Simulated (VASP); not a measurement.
Input of a VASP 6.6.1 run:

File INCAR:

```
PREC = Accurate
ENCUT = 520
EDIFF = 1E-7
ISMEAR = 0
SIGMA = 0.2
LREAL = False
LASPH = True
NELM = 100
ALGO = Fast
ISIF = 2
LWAVE = False
LCHARG = False
GGA = PE
NBANDS = 38
```

File KPOINTS:

```
Automatic mesh
0
Gamma
  6 4 4
```

The input POSCAR:

```
ScAl5
1.0
    0.0006162801      0.0003307494      4.1099174236
   -2.0648958134     -6.1508777180     -0.0005646552
    8.1704343923      0.0289273006      0.0015108280
Sc Al
2 10
Direct
    0.5000031456      0.0000019408      0.2500082923
    0.4999931831     -0.0000075919      0.7499908557
    0.0000138960     -0.0000135404     -0.0000004589
   -0.0000054369      0.0000163024      0.5000072346
   -0.0000603914      0.6602860315      0.1644508592
   -0.0000459377      0.6602855719      0.6644553513
    0.0000294849      0.3397284703      0.3355369800
    0.0000717206      0.3397103360      0.8355620968
    0.4999088391      0.6598038728      0.4143652824
    0.4999636731      0.6598257644      0.9143926892
    0.5000667082      0.3401754445      0.0856155888
    0.5000611156      0.3401873975      0.5856152285
```

Potentials or basis: VASP PAW PBE potentials, release 64 (Sc_sv, Al).

Run with:

```bash
$ cat potpaw_PBE.64/Sc_sv/POTCAR potpaw_PBE.64/Al/POTCAR > POTCAR
$ mpirun -np 1 vasp_std > vasp.out
```

Q: Estimate the largest force.

A: 0.022 eV/Å.

Q: What does it give for the band gap on the k mesh?

A: Zero (bands 26 and 27 overlap by 0.84 eV).

Q: What does it give for the pressure?

A: 0.1 GPa.

Stress tensor (GPa, compression positive):
```
 0.17 -0.03 -0.02
-0.03  0.08  0.00
-0.02  0.00 -0.04
```
